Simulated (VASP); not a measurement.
AlN, 2 atoms in the cell. It takes space group Fm-3m (No. 225, cubic). The conventional cell has a = 4.034 Å, b = 4.034 Å, c = 4.034 Å, α = 90.00°, β = 90.00°, γ = 90.00°. Within 2.7 Å of Al (site symmetry m-3m) lie 6 N at 2.02 Å. N (site symmetry m-3m) has 6 Al at 2.02 Å within 2.7 Å.  This cell differs from its parent crystal: volume scaled by 1.06.

* Program: VASP 6.6.1
* Task: electric field gradients
* Functional: LDA
* Potentials or basis: VASP PAW LDA potentials, release 64 (Al, N)
* Cutoff: 520 eV
* k mesh: 12 × 12 × 12
* Occupations: fermi-dirac, width 0.01 eV
* Spin: no spin polarisation
* Dipole correction: no
* Further INCAR settings: ALGO = Normal; EDIFF = 1e-08; NBANDS = 11

Potentials or basis: VASP PAW LDA potentials, release 64 (Al, N).

Run with:

```console
$ cat potpaw_LDA.64/Al/POTCAR potpaw_LDA.64/N/POTCAR > POTCAR
$ mpirun -np 1 vasp_std > vasp.out
```

Hardware: 1 thread of Intel Xeon 6975P-C, with other jobs on the host.

Problem. How long does it take, and how much memory?

Solution. It took 5.9 s on 1 thread of Intel Xeon 6975P-C, on a shared host, peak memory 0.13 GiB. Counts: scf iterations 13, k points 72.
